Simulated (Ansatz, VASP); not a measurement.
# CoO in VASP and in Ansatz

The input INCAR:

```
SYSTEM = CoO
PREC     = Accurate       ! precision mode
ENCUT    = 520            ! plane-wave cutoff, eV
EDIFF    = 1E-6           ! SCF threshold, eV
ISMEAR   = -1             ! smearing method
SIGMA    = 0.05           ! smearing width, eV
LREAL    = .False.        ! projectors in reciprocal space
LASPH    = .True.         ! aspherical terms in the spheres
NELM     = 150            ! most SCF steps
ALGO     = Normal         ! electronic algorithm
ISIF     = 2              ! what is computed and relaxed
LWAVE    = .False.        ! write WAVECAR
LCHARG   = .False.        ! write CHGCAR
ISPIN    = 2              ! spin polarisation
MAGMOM   = 3.5 0          ! initial moments
LORBIT   = 11             ! projections on sites
LMAXMIX  = 4              ! l up to which the mixer works
GGA      = PE             ! functional
NBANDS   = 18             ! bands
```

The input KPOINTS:

```
regular mesh
0
Gamma
  10 10 10
  0 0 0
```

Contents of POSCAR:

```
CoO
1.0
    2.5705263100      0.0000000000      0.0000000000
    0.0000000000      2.5705263100      0.0000000000
    0.0000000000      0.0000000000      2.5705263100
Co O
1 1
Direct
    0.0000000000      0.0000000000      0.0000000000
    0.5000000000      0.5000000000      0.5000000000
```

input.yaml

```yaml
crystal:
  lattice:
    - [2.57052631, 0.0, 0.0]
    - [0.0, 2.57052631, 0.0]
    - [0.0, 0.0, 2.57052631]
  atoms:
    - { symbol: Co, position: [0.0, 0.0, 0.0], spin: 3.5 }
    - { symbol: O, position: [0.5, 0.5, 0.5] }
hamiltonian:
  xc: pbe
  pseudopotentials: { kind: paw }
magnetization:
  spin_polarized: true
kpoints:
  mp_grid: { grid: [10, 10, 10] }
scf:
  occupations: { method: fermi_dirac, width: 0.05 }
output:
  forces: true
  stress: true
  eigenvalues: true
```

Alike in both runs: task single point; functional PBE; k mesh 10 × 10 × 10; occupations fermi-dirac, width 0.05 eV; collinear spin.

```csv
,VASP,Ansatz
version,VASP 6.6.1,Ansatz 0.2.0
potentials or method,"VASP PAW PBE potentials, release 64 (Co, O)",Ansatz PAW
plane-wave cutoff (eV),520,420
valence electrons in the cell,15,23
```

VASP gave:

```
gap on the k mesh at the Fermi level (eV)                     : none
pressure (GPa)                                                : 11.2
net moment per atom (μB)                                      : 1.50
size of the moment on the site where the two differ most (μB) : 0.45
```

**Question.** What did Ansatz give for the same quantities?

**Answer.** gap on the k mesh at the Fermi level (eV): none; pressure (GPa): 11.7; net moment per atom (μB): 1.50; size of the moment on the site where the two differ most (μB): 0.48.

Site moments also hang on the region over which each program counts them. A gap of «none» marks a metal or a gap that the smearing closes. VASP's potentials hold 15 valence electrons a cell and Ansatz's 23, so a difference there can come from the potentials and not from the codes.
